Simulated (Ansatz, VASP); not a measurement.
P: VASP beside Ansatz

```xyz
2
Lattice="-1.8221 2.7094 1.6020 1.8221 -2.7094 1.6020 1.8221 2.7094 -1.6020" Properties=species:S:1:pos:R:3 pbc="T T T"
P     0.0000    4.0641    0.1708
P     1.8221   -1.3547    1.4312
```

Alike in both runs: task single point; functional LDA; k mesh 20 × 20 × 20; occupations gaussian, width 0.15 eV; no spin polarisation.

```csv
,VASP,Ansatz
version,VASP 6.6.1,Ansatz 0.2.0
potentials or method,"VASP PAW LDA potentials, release 64 (P), cutoff 520 eV","scalar-relativistic, plane waves, PAW"
valence electrons in the cell,10,10
```

```csv
,VASP,Ansatz,Ansatz less VASP
gap on the k mesh at the Fermi level (eV),none,none,-
pressure (GPa),-2.9,-2.7,+0.19
"traceless stress, the component that is largest in VASP (GPa)",19.03,18.90,-0.128
rms of the force components (eV/Å),0.539,0.556,+0.0175
```

LDA's correlation is that of Perdew and Zunger in VASP and of Perdew and Wang (1992) in Ansatz. Atom by atom the forces differ by 0.018 eV/Å (rms over components). A gap of «none» marks a metal or a gap that the smearing closes.
